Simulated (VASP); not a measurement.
Set up this calculation in VASP 6.6.1, as the native input.

```
Task                   : single point
Functional             : r2SCAN
Potentials or basis    : VASP PAW PBE potentials, release 64 (Ti_sv)
Cutoff                 : 550 eV
k mesh                 : 11 × 11 × 11
Occupations            : fermi-dirac, width 0.05 eV
Spin                   : no spin polarisation
Dipole correction      : no
Further INCAR settings : ALGO = Normal; EDIFF = 1e-06; NBANDS = 12
```

Crystal: Ti.

```
Ti
1.0
     0.00000    2.05487    2.05487
     2.05487    0.00000    2.05487
     2.05487    2.05487    0.00000
Ti
1
Direct
  0.00000 0.00000 0.00000
```

One way to write it, as run:

POSCAR

```
Ti
1.0
    0.0000000000      2.0548713417      2.0548713417
    2.0548713417      0.0000000000      2.0548713417
    2.0548713417      2.0548713417      0.0000000000
Ti
1
Direct
    0.0000000000      0.0000000000      0.0000000000
```

INCAR.step1

```
SYSTEM = Ti
PREC = Accurate
ENCUT = 550
ISMEAR = -1
SIGMA = 0.05
LREAL = .FALSE.
LASPH = .TRUE.
NELM = 120
NBANDS = 12
GGA = PE
ALGO = Normal
EDIFF = 1E-5
LWAVE = .TRUE.
LCHARG = .FALSE.
GGA_COMPAT = .FALSE.
```

INCAR.step2

```
SYSTEM = Ti
PREC = Accurate
ENCUT = 550
EDIFF = 1E-6
ISMEAR = -1
SIGMA = 0.05
LREAL = .FALSE.
LASPH = .TRUE.
NELM = 120
ALGO = Normal
ISIF = 2
LWAVE = .FALSE.
LCHARG = .FALSE.
METAGGA = R2SCAN
LMIXTAU = .TRUE.
NBANDS = 12
ISTART = 1
GGA_COMPAT = .FALSE.
```

KPOINTS

```
Automatic mesh
0
G
  11 11 11
  0 0 0
```

Potentials or basis: VASP PAW PBE potentials, release 64 (Ti_sv).

Run with:

```console
$ cat potpaw_PBE.64/Ti_sv/POTCAR > POTCAR
$ cp INCAR.step1 INCAR
$ mpirun -np 1 vasp_std > vasp.out
$ cp INCAR.step2 INCAR
$ mpirun -np 1 vasp_std > vasp.out
```

It gave:

The pressure is 0.4 GPa and the band gap on the k mesh is zero (band 6 reaches 9.24 eV, above the bottom of band 7 at 7.98 eV).

Caveat: the PAW data sets were made with another functional, which shifts forces and pressure a little.

Wall time 32 s on 1 thread of Intel Xeon 6975P-C, on a shared host, peak memory 0.15 GiB.
